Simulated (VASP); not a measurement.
# RbBr (Fm-3m) in VASP: notebook, part 3 of 3

VASP 6.6.1.

### Step 5. Single point, r2SCAN

This run uses another cell than the first one, of 37.83 Å³/atom.

POSCAR reads:

```
RbBr
1.0
    0.0000000000      3.3570415946      3.3570415946
    3.3570415946      0.0000000000      3.3570415946
    3.3570415946      3.3570415946      0.0000000000
Rb Br
1 1
Direct
    0.0000000000      0.0000000000      0.0000000000
    0.5000000000      0.5000000000      0.5000000000
```

INCAR.step1 reads:

```
PREC = Accurate
ENCUT = 520
ISMEAR = -1
SIGMA = 0.05
LREAL = False
LASPH = True
NELM = 100
NBANDS = 15
GGA = PE
ALGO = Normal
EDIFF = 1E-4
LWAVE = True
LCHARG = False
```

INCAR.step2 reads:

```
PREC = Accurate
ENCUT = 520
EDIFF = 1E-6
ISMEAR = -1
SIGMA = 0.05
LREAL = False
LASPH = True
NELM = 100
ALGO = Normal
ISIF = 2
LWAVE = False
LCHARG = False
METAGGA = R2SCAN
LMIXTAU = True
NBANDS = 15
ISTART = 1
```

KPOINTS reads:

```
Automatic mesh
0
Gamma
  7 7 7
```

Potentials or basis: VASP PAW PBE potentials, release 64 (Rb_sv, Br).

Command:

```sh
$ cat potpaw_PBE.64/Rb_sv/POTCAR potpaw_PBE.64/Br/POTCAR > POTCAR
$ cp INCAR.step1 INCAR
$ mpirun -np 1 vasp_std > vasp.out
$ cp INCAR.step2 INCAR
$ mpirun -np 1 vasp_std > vasp.out
```

OUTCAR:

```text
PREC = Accurate
   ENCUT = 520
   EDIFF = 1E-6
   ISMEAR = -1
   LREAL = False
   LASPH = True
   NELM = 100
   ISIF = 2
   METAGGA = R2SCAN
   ISTART = 1

 ion  position               nearest neighbor table
   1  0.000  0.000  0.000-   2 3.36   2 3.36   2 3.36   2 3.36   2 3.36   2 3.36
   2  0.500  0.500  0.500-   1 3.36   1 3.36   1 3.36   1 3.36   1 3.36   1 3.36

  LATTYP: Found a face centered cubic cell.
 ALAT       =     6.7140831892

  Lattice vectors:

 A1 = (   0.0000000000,   3.3570415946,   3.3570415946)
 A2 = (   3.3570415946,   0.0000000000,   3.3570415946)
 A3 = (   3.3570415946,   3.3570415946,   0.0000000000)

Analysis of symmetry for initial positions (statically):
=====================================================================
 Subroutine PRICEL returns:
 Original cell was already a primitive cell.

 Routine SETGRP: Setting up the symmetry group for a
 face centered cubic supercell.

 Subroutine GETGRP returns: Found 48 space group operations
 (whereof 48 operations were pure point group operations)
 out of a pool of 48 trial point group operations.

The static configuration has the point symmetry O_h .

Analysis of symmetry for dynamics (positions and initial velocities):
=====================================================================
 Subroutine PRICEL returns:
 Original cell was already a primitive cell.

 Routine SETGRP: Setting up the symmetry group for a
 face centered cubic supercell.

 Subroutine GETGRP returns: Found 48 space group operations
 (whereof 48 operations were pure point group operations)
 out of a pool of 48 trial point group operations.

The dynamic configuration has the point symmetry O_h .

 Subroutine INISYM returns: Found 48 space group operations
 (whereof 48 operations are pure point group operations),
 and found     1 'primitive' translations

----------------------------------------------------------------------------------------

                                     Primitive cell

  volume of cell :      75.6659

  direct lattice vectors                    reciprocal lattice vectors
     0.000000000  3.357041595  3.357041595    -0.148940663  0.148940663  0.148940663
     3.357041595  0.000000000  3.357041595     0.148940663 -0.148940663  0.148940663
     3.357041595  3.357041595  0.000000000     0.148940663  0.148940663 -0.148940663

  length of vectors
     4.747573753  4.747573753  4.747573753     0.257972795  0.257972795  0.257972795

  position of ions in fractional coordinates (direct lattice)
     0.000000000  0.000000000  0.000000000
     0.500000000  0.500000000  0.500000000

  ion indices of the primitive-cell ions
   primitive index   ion index
                 1           1
                 2           2

----------------------------------------------------------------------------------------

 KPOINTS: Automatic mesh

Automatic generation of k-mesh.
[... 23 lines left out ...]
  0.000000  0.000000  0.000000      1.000000
  0.142857  0.000000  0.000000      8.000000
  0.285714  0.000000  0.000000      8.000000
  0.428571  0.000000  0.000000      8.000000
  0.142857  0.142857  0.000000      6.000000
  0.285714  0.142857  0.000000     24.000000
[... 12 lines left out ...]
 -0.428571  0.428571  0.142857     24.000000
 -0.285714  0.428571  0.142857     24.000000
   k-points           NKPTS =     20   k-points in BZ     NKDIM =     20   number of bands    NBANDS=     15
   number of dos      NEDOS =    301   number of ions     NIONS =      2
   total plane-waves  NPLWV =  46656
   dimension x,y,z NGX =    36 NGY =   36 NGZ =   36
   dimension x,y,z NGXF=    72 NGYF=   72 NGZF=   72
   ions per type =               1   1
   NGX,Y,Z   is equivalent  to a cutoff of  12.61, 12.61, 12.61 a.u.
   NGXF,Y,Z  is equivalent  to a cutoff of  25.21, 25.21, 25.21 a.u.
 SYSTEM =  unknown system
   PREC   = accura    normal or accurate (medium, high low for compatibility)
   ISTART =      1    job   : 0-new  1-cont  2-samecut
   ICHARG =      0    charge: 1-file 2-atom 10-const
   ISPIN  =      1    spin polarized calculation?
   LNONCOLLINEAR =      F non collinear calculations
   LSORBIT =      F    spin-orbit coupling
   LASPH  =      T    aspherical Exc in radial PAW
   ENCUT  =  520.0 eV  38.22 Ry    6.18 a.u.   8.83  8.83  8.83*2*pi/ulx,y,z
   NELM   =    100;   NELMIN=  2; NELMDL=  0     # of ELM steps
   EDIFF  = 0.1E-05   stopping-criterion for ELM
   LREAL  =      F    real-space projection
   EDIFFG = 0.1E-04   stopping-criterion for IOM
   NSW    =      0    number of steps for IOM
   IBRION =     -1    ionic relax: 0-MD 1-quasi-New 2-CG
   NFREE  =      0    steps in history (QN), initial steepest desc. (CG)
   ISIF   =      2    stress and relaxation
   ISYM   =      2    0-nonsym 1-usesym 2-fastsym
   POTIM  = 0.5000    time-step for ionic-motion
   TEBEG  =    0.0;   TEEND  =   0.0 temperature during run
   PSTRESS=    0.0 pullay stress
   NELECT =      16.0000    total number of electrons
   NUPDOWN=      -1.0000    fix difference up-down
   EMIN   =  10.00;   EMAX   =-10.00  energy-range for DOS
   EFERMI =   0.00;   METHOD = LEGACY
   ISMEAR =    -1;   SIGMA  =   0.05  broadening in eV -4-tet -1-fermi 0-gaus
   EFERMI_NEDOS =   21; number of points for ismear=-14 and -15
   IALGO  =     38    algorithm
   IMIX   =      4    mixing-type and parameters
     AMIX     =   0.40;   BMIX     =  1.00
     AMIX_MAG =   1.60;   BMIX_MAG =  1.00
  volume/ion in A,a.u.               =      37.83       255.31
  Fermi-wavevector in a.u.,A,eV,Ry     =   0.975322  1.843092 12.942588  0.951253
  Thomas-Fermi vector in A             =   2.105852
   LORBIT       =      0    0 simple, 1 ext, 2 COOP (PROOUT), +10 PAW based schemes
   METAGGA = R2SCAN    functional components
   LHFCALC =     F    Hartree Fock is set to
   AEXX    =    0.0000 exact exchange contribution
   IVDW    =     0    specifies the selected vdW correction
   LEPSILON=     F    determine dielectric tensor
   LRPA    =     F    only Hartree local field effects (RPA)
 non-spin polarized calculation
  energy-cutoff  :      520.00
  volume of cell :       75.67
 maximum number of plane-waves:      2085
   NGX = 17   NGY = 17   NGZ = 17

 number of electron      16.0000002 magnetization

 Free energy of the ion-electron system (eV)
  ---------------------------------------------------
  ext. energy  EPLUGINS =         0.00000000
  ---------------------------------------------------
  free energy    TOTEN  =       -31.11974904 eV

  energy without entropy =      -31.11974904  energy(sigma->0) =      -31.11974904

 E-fermi :  -0.7696     XC(G=0):  -7.9017

 val. band max:       -1.9129018564   @ k =   0.0000   0.0000   0.0000
 cond. band min:       3.2270512686   @ k =   0.0000   0.0000   0.0000
 fundamental gap:      5.1399531250
 Fermi energy:        -0.7695913163

 k-point     1 :       0.0000    0.0000    0.0000
  band No.  band energies     occupation
      1     -26.9438      2.00000
      2     -14.5934      2.00000
      3     -10.4782      2.00000
      4     -10.4782      2.00000
      5     -10.4782      2.00000
      6      -1.9129      2.00000
      7      -1.9129      2.00000
      8      -1.9129      2.00000
      9       3.2271      0.00000
     10       5.9699      0.00000
     11       5.9699      0.00000
     12       5.9699      0.00000
     13       7.0866      0.00000
     14       7.0866      0.00000
[... 329 lines left out ...]
      2     -14.5731      2.00000
      3     -10.6499      2.00000
      4     -10.5980      2.00000
      5     -10.4546      2.00000
      6      -2.5030      2.00000
      7      -2.3030      2.00000
      8      -2.2517      2.00000
      9       5.3965      0.00000
     10       6.1624      0.00000
     11       7.5692      0.00000
     12       7.8427      0.00000
     13       9.4417      0.00000
     14       9.8190      0.00000
     15      10.7401      0.00000

------------------------ aborting loop because EDIFF is reached ----------------------------------------

  FORCE on cell =-STRESS in cart. coord.  units (eV):
  Direction    XX          YY          ZZ          XY          YZ          ZX
  --------------------------------------------------------------------------------------
  -------------------------------------------------------------------------------------
  Total        0.7772783      0.7772783      0.7772783      0.0000000      0.0000000      0.0000000
  in kB       16.4583746     16.4583746     16.4583746      0.0000000      0.0000000      0.0000000
  external PRESSURE =      16.4583746 kB  Pullay stress =       0.0000000 kB

 VOLUME and BASIS-vectors are now :
 -----------------------------------------------------------------------------
  energy-cutoff  :      520.00
  volume of cell :       75.67
      direct lattice vectors                 reciprocal lattice vectors
     0.000000000  3.357041595  3.357041595    -0.148940663  0.148940663  0.148940663
     3.357041595  0.000000000  3.357041595     0.148940663 -0.148940663  0.148940663
     3.357041595  3.357041595  0.000000000     0.148940663  0.148940663 -0.148940663

 POSITION                                       TOTAL-FORCE (eV/Angst)
 -----------------------------------------------------------------------------------
      0.00000      0.00000      0.00000         0.000000     -0.000000     -0.000000
      3.35704      3.35704      3.35704        -0.000000      0.000000      0.000000
 -----------------------------------------------------------------------------------
    total drift:                                0.000000      0.000000      0.000000

  FREE ENERGIE OF THE ION-ELECTRON SYSTEM (eV)
  ---------------------------------------------------
  free  energy   TOTEN  =       -31.1197490380 eV

  energy  without entropy=      -31.1197490380  energy(sigma->0) =      -31.11974904
```

Run time: 2.2 min. Hardware: 1 thread of Intel Xeon 8259CL, shared host; peak memory 0.22 GiB.

What came out:

```yaml
Free_energy: -31.1197 eV
Pressure: 1.6 GPa
Band_gap_on_the_k_mesh: 5.14 eV
```

Caveat: the PAW data sets were made with another functional, which shifts forces and pressure a little. r2SCAN opens gaps a little over a GGA but as a rule still falls short of measured ones.

### Step 6. Summary

| level | cell | k mesh | grid for exact exchange (PRECFOCK) | share of exact exchange | screening parameter | gap on the mesh (eV) | pressure (GPa) |
| --- | --- | --- | --- | --- | --- | --- | --- |
| HSE06 | a = 4.814 Å, angles 60.0°, 2 atoms | 4 × 4 × 4 | Normal | 0.25 | 0.2079 1/Å | 5.58 | 1.1 |
| HSE06 | a = 4.847 Å, angles 60.0°, 2 atoms | 4 × 4 × 4 | Normal | 0.25 | 0.2079 1/Å | 5.52 | 0.8 |
| PBEsol | a = 4.847 Å, angles 60.0°, 2 atoms | 6 × 6 × 6 | - | - | - | 4.21 | 0.0 |
| r2SCAN | a = 4.748 Å, angles 60.0°, 2 atoms | 7 × 7 × 7 | - | - | - | 5.14 | 1.6 |

Alike in all rows: task single point; potentials or basis VASP PAW PBE potentials, release 64 (Rb_sv, Br); no spin polarisation; cutoff (eV) 520; smearing fermi-dirac 0.05 eV.

Caveats: the PAW data sets were made with another functional, which shifts forces and pressure a little.

Total energies depend on the potentials used, so only differences within one code and one set of settings carry meaning.
